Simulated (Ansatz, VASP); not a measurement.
## Two plane-wave programs on Zn

File INCAR:

```
PREC = Accurate
ENCUT = 520
EDIFF = 1E-6
ISMEAR = -1
SIGMA = 0.1
LREAL = False
LASPH = True
NELM = 60
ALGO = Normal
ISIF = 2
LWAVE = False
LCHARG = False
GGA = PE
NBANDS = 45
```

The input KPOINTS:

```
Automatic mesh
0
Gamma
  14 7 1
```

The input POSCAR:

```
Zn
1.0
    2.6358129023      0.0000000000      0.0000000000
    0.0000000000      5.0929172529      0.0000000000
    0.0000000000      0.0000000000     21.3263000000
Zn
6
Direct
    0.7500000000      0.7500000000      0.3861879559
    0.2500000000      0.2500000000      0.3858825422
    0.2500000000      0.7500000000      0.5001522250
    0.7500000000      0.2500000000      0.4998477720
    0.7500000000      0.7500000000      0.6141174587
    0.2500000000      0.2500000000      0.6138120462
```

Input for Ansatz:

```yaml
crystal:
  lattice:
    - [2.6358129023, 0.0, 0.0]
    - [0.0, 5.0929172529, 0.0]
    - [0.0, 0.0, 21.3263]
  atoms:
    - { symbol: Zn, position: [0.75, 0.75, 0.3861879559] }
    - { symbol: Zn, position: [0.25, 0.25, 0.3858825422] }
    - { symbol: Zn, position: [0.25, 0.75, 0.500152225] }
    - { symbol: Zn, position: [0.75, 0.25, 0.499847772] }
    - { symbol: Zn, position: [0.75, 0.75, 0.6141174587] }
    - { symbol: Zn, position: [0.25, 0.25, 0.6138120462] }
kpoints:
  mp_grid: { grid: [14, 7, 1] }
scf:
  occupations: { method: fermi_dirac, width: 0.1 }
hamiltonian:
  xc: pbe
  pseudopotentials: { kind: paw }
output:
  forces: true
  stress: true
  eigenvalues: true
  core_levels:
    shells: { Zn: ["2p"] }
    counted_from: fermi_level
    add_spin: false
  write_density: true
  write_potential: true
  elf: true
  volumetric_format: npy
```

Alike in both runs: task single point; functional PBE; k mesh 14 × 7 × 1; occupations fermi-dirac, width 0.1 eV; no spin polarisation.

```csv
,VASP,Ansatz
version,VASP 6.6.1,Ansatz 0.2.0
potentials or method,"VASP PAW PBE potentials, release 64 (Zn)","PAW with Ansatz's default frozen-core files, scalar-relativistic"
plane-wave cutoff (eV),520,420
valence electrons in the cell,72,72
```

VASP gave:

```
rms of the force components (eV/Å) : 0.006
```

What did Ansatz give for the same quantities?

rms of the force components (eV/Å): 0.002.

Atom by atom the forces differ by 0.005 eV/Å (rms over components).
